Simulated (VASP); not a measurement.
Wanted: the native input for a VASP 6.6.1 run.

| Property | Result |
| --- | --- |
| Task | single point |
| Functional | PBEsol |
| Potentials or basis | VASP PAW PBE potentials, release 64 (V_sv) |
| Cutoff | 520 eV |
| k mesh | 20 × 20 × 20 |
| Occupations | gaussian, width 0.1 eV |
| Spin | no spin polarisation |
| Dipole correction | no |
| Further INCAR settings | ALGO = Normal; EDIFF = 1e-07; NBANDS = 12 |

The structure of V lies in POSCAR:

```
V
1.0
   -1.4644798982      1.4644798982      1.4644798982
    1.4644798982     -1.4644798982      1.4644798982
    1.4644798982      1.4644798982     -1.4644798982
V
1
Direct
    0.0000000000      0.0000000000      0.0000000000
```

This cell differs from its parent crystal: volume scaled by 0.97.

One way to write it, as run:

INCAR

```
ALGO = Normal
EDIFF = 1E-7
ENCUT = 520
GGA = PS
ISIF = 2
ISMEAR = 0
LASPH = T
LCHARG = F
LREAL = F
LWAVE = F
NBANDS = 12
NELM = 60
PREC = Accurate
SIGMA = 0.1
```

KPOINTS

```
k-points
0
Gamma
  20 20 20
```

Potentials or basis: VASP PAW PBE potentials, release 64 (V_sv).

Command:

```console
$ cat potpaw_PBE.64/V_sv/POTCAR > POTCAR
$ mpirun -np 1 vasp_std > vasp.out
```

Results of the run:

```yaml
Pressure: 6.6 GPa
```

Caveat: the PAW data sets were made with another functional, which shifts forces and pressure a little.

Wall time 12 s on 1 thread of Intel(R) Xeon(R) 6975P-C (Granite Rapids), with other jobs on the host, peak memory 0.15 GiB.
